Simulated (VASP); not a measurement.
# Hf (Fm-3m) in VASP: further runs

Hf is run at these levels: HF, PBE-based screened hybrid, B3LYP, HSE06; tasks: single point.

Everything below comes from runs of VASP 6.6.1. Logs are shortened: lines on timing, memory, paths and dates and some standing lists are left out, and cuts for length are marked.

**1. The cell of the first run**

Symmetry: Fm-3m, No. 225, cubic system. The conventional cell has a = 4.440 Å, b = 4.440 Å, c = 4.440 Å, α = 90.00°, β = 90.00°, γ = 90.00°. Within 4.1 Å of Hf (site symmetry m-3m) lie 12 Hf at 3.14 Å.

**2. Single point, HF**

POSCAR reads:

```
Hf
1.0
    0.0000000000      2.2200000000      2.2200000000
    2.2200000000      0.0000000000      2.2200000000
    2.2200000000      2.2200000000      0.0000000000
Hf
1
Direct
    0.0000000000      0.0000000000      0.0000000000
```

INCAR.step1 reads:

```
PREC = Accurate
ENCUT = 520
EDIFF = 1E-5
ISMEAR = -1
SIGMA = 0.05
LREAL = F
LASPH = T
NELM = 80
ALGO = Normal
ISIF = 2
LWAVE = T
LCHARG = F
GGA = PE
NBANDS = 11
```

INCAR.step2 reads:

```
PREC = Accurate
ENCUT = 520
EDIFF = 1E-6
ISMEAR = -1
SIGMA = 0.05
LREAL = F
LASPH = T
NELM = 80
ALGO = Normal
ISIF = 2
LWAVE = F
LCHARG = F
GGA = PE
LHFCALC = T
AEXX = 1.0
ALDAC = 0.0
AGGAC = 0.0
PRECFOCK = Normal
ISTART = 1
NBANDS = 11
```

KPOINTS reads:

```
regular mesh
0
Gamma
  5 5 5
```

Potentials or basis: VASP PAW PBE potentials, release 64 (Hf_pv).

Launch:

```console
$ cat potpaw_PBE.64/Hf_pv/POTCAR > POTCAR
$ cp INCAR.step1 INCAR
$ mpirun -np 1 vasp_std > vasp.out
$ cp INCAR.step2 INCAR
$ mpirun -np 1 vasp_std > vasp.out
```

OUTCAR:

```text
PREC = Accurate
   ENCUT = 520
   EDIFF = 1E-6
   ISMEAR = -1
   LREAL = F
   LASPH = T
   NELM = 80
   ISIF = 2
   GGA = PE
   LHFCALC = T
   AEXX = 1.0
   PRECFOCK = Normal
   ISTART = 1

 ion  position               nearest neighbor table
   1  0.000  0.000  0.000-

  LATTYP: Found a face centered cubic cell.
 ALAT       =     4.4400000000

  Lattice vectors:

 A1 = (   0.0000000000,   2.2200000000,   2.2200000000)
 A2 = (   2.2200000000,   0.0000000000,   2.2200000000)
 A3 = (   2.2200000000,   2.2200000000,   0.0000000000)

Analysis of symmetry for initial positions (statically):
=====================================================================
 Subroutine PRICEL returns:
 Original cell was already a primitive cell.

 Routine SETGRP: Setting up the symmetry group for a
 face centered cubic supercell.

 Subroutine GETGRP returns: Found 48 space group operations
 (whereof 48 operations were pure point group operations)
 out of a pool of 48 trial point group operations.

The static configuration has the point symmetry O_h .

Analysis of symmetry for dynamics (positions and initial velocities):
=====================================================================
 Subroutine PRICEL returns:
 Original cell was already a primitive cell.

 Routine SETGRP: Setting up the symmetry group for a
 face centered cubic supercell.

 Subroutine GETGRP returns: Found 48 space group operations
 (whereof 48 operations were pure point group operations)
 out of a pool of 48 trial point group operations.

The dynamic configuration has the point symmetry O_h .

 Subroutine INISYM returns: Found 48 space group operations
 (whereof 48 operations are pure point group operations),
 and found     1 'primitive' translations

----------------------------------------------------------------------------------------

                                     Primitive cell

  volume of cell :      21.8821

  direct lattice vectors                    reciprocal lattice vectors
     0.000000000  2.220000000  2.220000000    -0.225225225  0.225225225  0.225225225
     2.220000000  0.000000000  2.220000000     0.225225225 -0.225225225  0.225225225
     2.220000000  2.220000000  0.000000000     0.225225225  0.225225225 -0.225225225

  length of vectors
     3.139554108  3.139554108  3.139554108     0.390101533  0.390101533  0.390101533

  position of ions in fractional coordinates (direct lattice)
     0.000000000  0.000000000  0.000000000

  ion indices of the primitive-cell ions
   primitive index   ion index
                 1           1

----------------------------------------------------------------------------------------

 KPOINTS: regular mesh

Automatic generation of k-mesh.
 Grid dimensions read from file:
 generate k-points for:    5    5    5

 Generating k-lattice:

  Cartesian coordinates                     Fractional coordinates (reciprocal lattice)
    -0.045045045  0.045045045  0.045045045     0.200000000  0.000000000  0.000000000
     0.045045045 -0.045045045  0.045045045     0.000000000  0.200000000  0.000000000
     0.045045045  0.045045045 -0.045045045     0.000000000  0.000000000  0.200000000

  Length of vectors
     0.078020307  0.078020307  0.078020307

  Shift w.r.t. Gamma in fractional coordinates (k-lattice)
     0.000000000  0.000000000  0.000000000

 Subroutine IBZKPT returns following result:
 ===========================================

 Found     10 irreducible k-points:

 Following reciprocal coordinates:
            Coordinates               Weight
  0.000000  0.000000  0.000000      1.000000
  0.200000  0.000000  0.000000      8.000000
  0.400000  0.000000  0.000000      8.000000
  0.200000  0.200000  0.000000      6.000000
  0.400000  0.200000  0.000000     24.000000
 -0.400000  0.200000  0.000000     24.000000
 -0.200000  0.200000  0.000000     12.000000
  0.400000  0.400000  0.000000      6.000000
 -0.400000  0.400000  0.000000     12.000000
 -0.400000  0.400000  0.200000     24.000000
   k-points           NKPTS =     10   k-points in BZ     NKDIM =    125   number of bands    NBANDS=     11
   number of dos      NEDOS =    301   number of ions     NIONS =      1
   total plane-waves  NPLWV =  13824
   dimension x,y,z NGX =    24 NGY =   24 NGZ =   24
   dimension x,y,z NGXF=    48 NGYF=   48 NGZF=   48
   ions per type =               1
   NGX,Y,Z   is equivalent  to a cutoff of  12.71, 12.71, 12.71 a.u.
   NGXF,Y,Z  is equivalent  to a cutoff of  25.42, 25.42, 25.42 a.u.
 SYSTEM =  unknown system
   PREC   = accura    normal or accurate (medium, high low for compatibility)
   ISTART =      1    job   : 0-new  1-cont  2-samecut
   ICHARG =      0    charge: 1-file 2-atom 10-const
   ISPIN  =      1    spin polarized calculation?
   LNONCOLLINEAR =      F non collinear calculations
   LSORBIT =      F    spin-orbit coupling
   LASPH  =      T    aspherical Exc in radial PAW
   ENCUT  =  520.0 eV  38.22 Ry    6.18 a.u.   5.84  5.84  5.84*2*pi/ulx,y,z
   NELM   =     80;   NELMIN=  2; NELMDL=  0     # of ELM steps
   EDIFF  = 0.1E-05   stopping-criterion for ELM
   LREAL  =      F    real-space projection
   EDIFFG = 0.1E-04   stopping-criterion for IOM
   NSW    =      0    number of steps for IOM
   IBRION =     -1    ionic relax: 0-MD 1-quasi-New 2-CG
   NFREE  =      0    steps in history (QN), initial steepest desc. (CG)
   ISIF   =      2    stress and relaxation
   ISYM   =      3    0-nonsym 1-usesym 2-fastsym
   POTIM  = 0.5000    time-step for ionic-motion
   TEBEG  =    0.0;   TEEND  =   0.0 temperature during run
   PSTRESS=    0.0 pullay stress
   NELECT =      10.0000    total number of electrons
   NUPDOWN=      -1.0000    fix difference up-down
   EMIN   =  10.00;   EMAX   =-10.00  energy-range for DOS
   EFERMI =   0.00;   METHOD = LEGACY
   ISMEAR =    -1;   SIGMA  =   0.05  broadening in eV -4-tet -1-fermi 0-gaus
   EFERMI_NEDOS =   21; number of points for ismear=-14 and -15
   IALGO  =     38    algorithm
   IMIX   =      1    mixing-type and parameters
     AMIX     =   0.40;   BMIX     =  1.00
     AMIX_MAG =   1.60;   BMIX_MAG =  1.00
  volume/ion in A,a.u.               =      21.88       147.67
  Fermi-wavevector in a.u.,A,eV,Ry     =   1.260991  2.382927 21.634588  1.590097
  Thomas-Fermi vector in A             =   2.394472
   LORBIT       =      0    0 simple, 1 ext, 2 COOP (PROOUT), +10 PAW based schemes
   GGA     = PE    functional components
   LHFCALC =     T    Hartree Fock is set to
   PRECFOCK=normal    Normal, Fast or Accurate (Low or Medium for compatibility)
   ENCUT4O =  -1.0   cutoff for four orbital integrals eV
   NKREDX  =     1    reduce k-point grid by
   NKREDY  =     1    reduce k-point grid by
   NKREDZ  =     1    reduce k-point grid by
   AEXX    =    1.0000 exact exchange contribution
   HFSCREEN=    0.0000 screening length (either q_TF or 0.3 A-1)
   HFSCREENC=   0.0000 screening length for correlation (either q_TF or 0.3 A-1)
   ENCUTFOCK=  -1.0 apply spherical cutoff to Coloumb kernel
   IVDW    =     0    specifies the selected vdW correction
   LEPSILON=     F    determine dielectric tensor
   LRPA    =     F    only Hartree local field effects (RPA)
 non-spin polarized calculation
  energy-cutoff  :      520.00
  volume of cell :       21.88
 maximum number of plane-waves:       609
  NGX = 18; NGY = 18; NGZ = 18

 number of electron      10.0000000 magnetization

 Free energy of the ion-electron system (eV)
  ---------------------------------------------------
  ext. energy  EPLUGINS =         0.00000000
  ---------------------------------------------------
  free energy    TOTEN  =       -17.27712533 eV

  energy without entropy =      -17.27433140  energy(sigma->0) =      -17.27572836

 E-fermi :   4.7754     XC(G=0):   0.0000

 val. band max:        4.6551325676   @ k =  -0.2000   0.2000   0.0000
 cond. band min:       6.5444761891   @ k =   0.4000   0.0000   0.0000
 fundamental gap:      1.8893436215
 Fermi energy:         4.7754414434

 k-point     1 :       0.0000    0.0000    0.0000
  band No.  band energies     occupation
      1     -34.2813      2.00000
      2     -34.2813      2.00000
      3     -34.2813      2.00000
      4      -7.3674      2.00000
      5      11.5076      0.00000
      6      11.5076      0.00000
      7      11.5076      0.00000
      8      15.6994      0.00000
      9      15.6994      0.00000
     10      21.8671      0.00000
     11      26.0691      0.00000

 k-point     2 :       0.2000    0.0000    0.0000
  band No.  band energies     occupation
      1     -34.7501      2.00000
      2     -34.3331      2.00000
      3     -34.3331      2.00000
      4      -5.3850      2.00000
      5       8.8605      0.00000
      6      11.9717      0.00000
      7      11.9717      0.00000
      8      15.1623      0.00000
      9      15.1623      0.00000
     10      23.2103      0.00000
     11      25.9838      0.00000

 k-point     3 :       0.4000    0.0000    0.0000
  band No.  band energies     occupation
      1     -35.4625      2.00000
      2     -34.4081      2.00000
      3     -34.4081      2.00000
      4      -1.8823      2.00000
      5       6.5445      0.00000
      6      11.4829      0.00000
      7      11.4829      0.00000
      8      17.0560      0.00000
      9      17.0560      0.00000
     10      20.8165      0.00000
     11      23.5739      0.00000
[... 71 lines left out ...]
 k-point     9 :      -0.4000    0.4000    0.0000
  band No.  band energies     occupation
      1     -35.3219      2.00000
      2     -34.8865      2.00000
      3     -34.6131      2.00000
      4       0.7827      2.00000
      5       1.3964      2.00000
      6       8.6089      0.00000
      7      15.5142      0.00000
      8      17.5347      0.00000
      9      17.8141      0.00000
     10      20.6352      0.00000
     11      24.5810      0.00000

 k-point    10 :      -0.4000    0.4000    0.2000
  band No.  band energies     occupation
      1     -35.2343      2.00000
      2     -34.9030      2.00000
      3     -34.6129      2.00000
      4       1.1513      2.00000
      5       2.7905      2.00000
      6       4.3723      1.99937
      7      13.6110      0.00000
      8      16.7499      0.00000
      9      18.9688      0.00000
     10      22.0906      0.00000
     11      23.2458      0.00000

------------------------ aborting loop because EDIFF is reached ----------------------------------------

  FORCE on cell =-STRESS in cart. coord.  units (eV):
  Direction    XX          YY          ZZ          XY          YZ          ZX
  --------------------------------------------------------------------------------------
  -------------------------------------------------------------------------------------
  Total        1.8618994      1.8618994      1.8618994      0.0000000     -0.0000000      0.0000000
  in kB      136.3257466    136.3257466    136.3257466      0.0000000     -0.0000000      0.0000000
  external PRESSURE =     136.3257466 kB  Pullay stress =       0.0000000 kB

 VOLUME and BASIS-vectors are now :
 -----------------------------------------------------------------------------
  energy-cutoff  :      520.00
  volume of cell :       21.88
      direct lattice vectors                 reciprocal lattice vectors
     0.000000000  2.220000000  2.220000000    -0.225225225  0.225225225  0.225225225
     2.220000000  0.000000000  2.220000000     0.225225225 -0.225225225  0.225225225
     2.220000000  2.220000000  0.000000000     0.225225225  0.225225225 -0.225225225

 POSITION                                       TOTAL-FORCE (eV/Angst)
 -----------------------------------------------------------------------------------
      0.00000      0.00000      0.00000         0.000000      0.000000      0.000000
 -----------------------------------------------------------------------------------
    total drift:                                0.000000      0.000000      0.000000

  FREE ENERGIE OF THE ION-ELECTRON SYSTEM (eV)
  ---------------------------------------------------
  free  energy   TOTEN  =       -17.2771253320 eV

  energy  without entropy=      -17.2743313957  energy(sigma->0) =      -17.27572836
```

It took 2.2 min on 1 thread of Intel Xeon 6975P-C (Granite Rapids), shared host; peak memory 0.15 GiB.

Results:

```
Free energy            : -17.2771 eV
Pressure               : 13.6 GPa
Band gap on the k mesh : zero (band 5 reaches 11.51 eV, above the bottom of band 6 at 4.37 eV)
```

Caveat: the k points lie up to 0.49 Å⁻¹ apart; the PAW data sets were made with another functional, which shifts forces and pressure a little; spin-orbit coupling is left out, which moves the levels of the heavy elements.

[end of part 1 of 3]
